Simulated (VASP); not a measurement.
Write the native input for VASP 6.6.1 that does the following.

```
Task                   : relaxation of cell and atoms
Functional             : LDA
Potentials or basis    : VASP PAW LDA potentials, release 64 (C)
Cutoff                 : 600 eV
k mesh                 : 10 × 10 × 10
Occupations            : gaussian, width 0.01 eV
Spin                   : no spin polarisation
Dipole correction      : no
Further INCAR settings : ALGO = Normal; EDIFF = 1e-07; IBRION = 2; EDIFFG = -0.0005; NSW = 80; ISIF = 3
```

The structure of C lies in POSCAR:

```
C
1.0
    0.0000000000      1.7833700000      1.7833700000
    1.7833700000      0.0000000000      1.7833700000
    1.7833700000      1.7833700000      0.0000000000
C
2
Direct
    0.0000000000      0.0000000000      0.0000000000
    0.2500000000      0.2500000000      0.2500000000
```

The input as run:

INCAR

```
PREC = Accurate
ENCUT = 600
EDIFF = 1E-7
ISMEAR = 0
SIGMA = 0.01
LREAL = False
LASPH = True
NELM = 120
ALGO = Normal
ISIF = 3
LWAVE = False
LCHARG = False
IBRION = 2
NSW = 80
EDIFFG = -5E-4
GGA_COMPAT = False
NELMIN = 4
```

KPOINTS

```
Automatic mesh
0
Gamma
  10 10 10
```

Potentials or basis: VASP PAW LDA potentials, release 64 (C).

Launch:

```sh
$ cat potpaw_LDA.64/C/POTCAR > POTCAR
$ mpirun -np 1 vasp_std > vasp.out
```

It gave:

```
Relaxed volume                         : 5.52 Å³/atom
Relaxed cell                           : a = 2.499 Å, b = 2.499 Å, c = 2.499 Å, α = 60.00°, β = 60.00°, γ = 60.00°
Space group after relaxing (to 0.05 Å) : Fd-3m (No. 227)
Energy gained by relaxing              : 6.2 meV/atom
Ionic steps                            : 6
Pressure after relaxing                : 0.0 GPa
Band gap on the k mesh                 : 4.20 eV, indirect (least direct gap 5.62 eV)
```

Wall time 8.6 s on 1 thread of Intel Xeon 6975P-C, with other jobs on the host, peak memory 0.11 GiB.
